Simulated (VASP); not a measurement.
The system is TiB4.

```
CELL_PARAMETERS angstrom
3.58423 0.00000 0.00000
0.00000 3.58423 0.00000
0.00000 0.00000 3.40387
ATOMIC_POSITIONS crystal
Ti 0.00000 0.00000 0.50000
B 0.24106 0.50000 0.00000
B 0.75894 0.50000 0.00000
B 0.50000 0.24106 0.00000
B 0.50000 0.75894 0.00000
```

| Quantity | Value |
| --- | --- |
| Program | VASP 6.6.1 |
| Task | relaxation of cell and atoms |
| Functional | PBE |
| Potentials or basis | VASP PAW PBE potentials, release 64 (Ti_sv, B) |
| Cutoff | 600 eV |
| k mesh | 6 × 6 × 6 |
| Occupations | gaussian, width 0.1 eV |
| Spin | no spin polarisation |

At the start: pressure 72.6 GPa; volume 8.75 Å³/atom.

**Question.** How do energy, volume and symmetry change on relaxing?

**Answer.** Over 22 steps the energy falls by 1764.3 meV/atom and the volume is 8.53 Å³/atom (-2.5 %); space group P4/mmm (No. 123, to 0.05 Å).

The path:
```tsv
step	energy change (eV)	largest force (eV/Å)	pressure (GPa)	volume (Å³)
1	0.0000	19.3629	72.60	43.73
2	996.6348	3652.7414	1007.33	70.58
3	26.7376	23.5879	-2.48	151.48
4	21.4310	13.6199	-17.24	153.21
5	19.2580	6.0449	-27.92	154.93
6	-1.4608	0.2104	-20.11	53.21
7	-3.6826	0.6363	-10.87	43.53
8	18.1385	56.3405	346.43	27.28
9	-3.8749	0.8419	-4.30	42.05
10	-4.5325	3.2276	55.59	34.24
11	-4.5480	0.7157	7.42	39.22
12	-4.9186	0.4378	25.66	36.68
13	-6.9632	9.3409	27.96	41.43
14	-8.1197	4.0977	11.93	40.12
15	-2.2507	15.1159	33.54	47.45
16	-8.7767	0.8996	0.70	42.12
17	-8.7892	0.4032	1.17	41.90
18	-8.7893	0.3212	1.25	41.87
19	-8.8177	0.0729	0.67	42.74
20	-8.8210	0.0294	0.69	42.52
21	-8.8206	0.0798	-0.87	42.82
22	-8.8214	0.0154	0.07	42.64
```

Final structure:
```cif
data_structure
_symmetry_space_group_name_H-M 'P 1'
_symmetry_Int_Tables_number 1
_cell_length_a 4.0180
_cell_length_b 4.0180
_cell_length_c 2.6413
_cell_angle_alpha 90.000
_cell_angle_beta 90.000
_cell_angle_gamma 90.000
_cell_volume 42.64
loop_
_atom_site_label
_atom_site_type_symbol
_atom_site_fract_x
_atom_site_fract_y
_atom_site_fract_z
_atom_site_occupancy
Ti1 Ti 0.00000 0.00000 0.50000 1
B1 B 0.20116 0.50000 0.00000 1
B2 B 0.79884 0.50000 0.00000 1
B3 B 0.50000 0.20116 0.00000 1
B4 B 0.50000 0.79884 0.00000 1
```
